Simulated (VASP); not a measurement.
A run of VASP 6.6.1 is set up as follows.

File INCAR:

```
PREC = Accurate
ENCUT = 520
EDIFF = 1E-6
ISMEAR = 0
SIGMA = 0.2
LREAL = False
LASPH = True
NELM = 100
ALGO = Fast
ISIF = 2
LWAVE = False
LCHARG = False
GGA = PE
NBANDS = 41
```

KPOINTS

```
Automatic mesh
0
Gamma
  8 8 2
```

Contents of POSCAR:

```
Al3B2W
1.0
   -0.0007274747      3.2410312600      0.0006232586
   -4.6389192305     -1.6193713032      0.0002368212
    1.3314015411      0.0016857694      9.6605717546
Al B W
6 4 2
Direct
    0.8415644167      0.6830475433      0.4240400589
    0.3415622883      0.6830160387      0.9240395315
    0.6540111317      0.3081040289      0.0775830401
    0.1540149741      0.3081047367      0.5775902696
    0.1154064914      0.2309487352      0.2949884220
    0.6154160904      0.2309481823      0.7949864793
    0.5392121379      0.0786522232      0.4211934920
    0.0392089064      0.0786339175      0.9211857874
    0.9662793760      0.9324331405      0.0753073695
    0.4662745618      0.9324506444      0.5753138606
    0.3835314783      0.7668300148      0.2068854844
    0.8835180270      0.7668305545      0.7068862048
```

Potentials or basis: VASP PAW PBE potentials, release 64 (Al, B, W_sv).

Run with:

```bash
$ cat potpaw_PBE.64/Al/POTCAR potpaw_PBE.64/B/POTCAR potpaw_PBE.64/W_sv/POTCAR > POTCAR
$ mpirun -np 1 vasp_std > vasp.out
```

**Question.** Predict the band gap on the k mesh.

**Answer.** Zero (band 29 reaches 10.42 eV, above the bottom of band 30 at 8.73 eV).

**Question.** What does it give for the largest force?

**Answer.** 0.016 eV/Å.

Forces on the atoms (eV/Å):
```
Al   0.001  0.000 -0.001
Al   0.000  0.000 -0.001
Al   0.001  0.000 -0.015
Al   0.000  0.000 -0.016
Al   0.002  0.001  0.016
Al   0.002  0.000  0.016
B   -0.009  0.000  0.003
B   -0.010  0.000  0.003
B   -0.002  0.000  0.003
B   -0.002  0.000  0.003
W    0.009  0.000 -0.005
W    0.009  0.000 -0.005
```

Caveat: spin-orbit coupling is left out, which moves the levels of the heavy elements.
